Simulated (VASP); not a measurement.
A run of VASP 6.6.1 is set up as follows.

Contents of INCAR:

```
  PREC = Accurate
  ENCUT = 520
  EDIFF = 1E-6
  ISMEAR = -1
  SIGMA = 0.3
  LREAL = Auto
  LASPH = True
  NELM = 80
  ALGO = Normal
  ISIF = 2
  LWAVE = False
  LCHARG = False
  GGA = PE
  NBANDS = 86
```

Contents of KPOINTS:

```
Automatic mesh
0
Gamma
  2 2 2
```

POSCAR

```
WC
1.0
   -2.9867990000     -5.1732880000      0.0000000000
    4.4801990000     -2.5866440000      0.0000000000
    0.0000000000      0.0000000000      5.8458020000
W C
8 8
Direct
    0.7527099931      0.4777674953     -0.0297991619
    0.7527319581      0.4930716380      0.4842107208
    0.4750373987      0.0209904130     -0.0295083549
    0.4726690505      0.0202373706      0.4894965652
    0.2413954892      0.5101558671     -0.0302268192
    0.2723310439      0.4845093018      0.4769576527
    0.0051406208      0.0049895108      0.0129836761
   -0.0359830056     -0.0196585030      0.4941665831
    0.5213121052      0.6962312332      0.2361523705
    0.5223414858      0.6866724062      0.7452869598
    0.2219847453      0.1904432851      0.2534126199
    0.2163923512      0.1755324838      0.7538572124
    0.0382794198      0.6755353798      0.2375208740
    0.0038325509      0.6872121214      0.7508636112
    0.7400870125      0.1440541255      0.2118785412
    0.7847486765      0.1466645928      0.7814667688
```

Potentials or basis: VASP PAW PBE potentials, release 64 (W_sv, C).

Command:

```sh
$ cat potpaw_PBE.64/W_sv/POTCAR potpaw_PBE.64/C/POTCAR > POTCAR
$ mpirun -np 1 vasp_std > vasp.out
```

(1) Predict the largest force.

(2) Predict the band gap on the k mesh.

Answers

(1) 5.064 eV/Å.

(2) zero (bands 72 and 73 overlap by 0.19 eV).

Caveat: the k points lie up to 0.61 Å⁻¹ apart; so wide a smearing shifts energies and pressures; spin-orbit coupling is left out, which moves the levels of the heavy elements; forces of over 1 eV/Å act on the atoms, so gaps and moduli don't describe the material at rest.
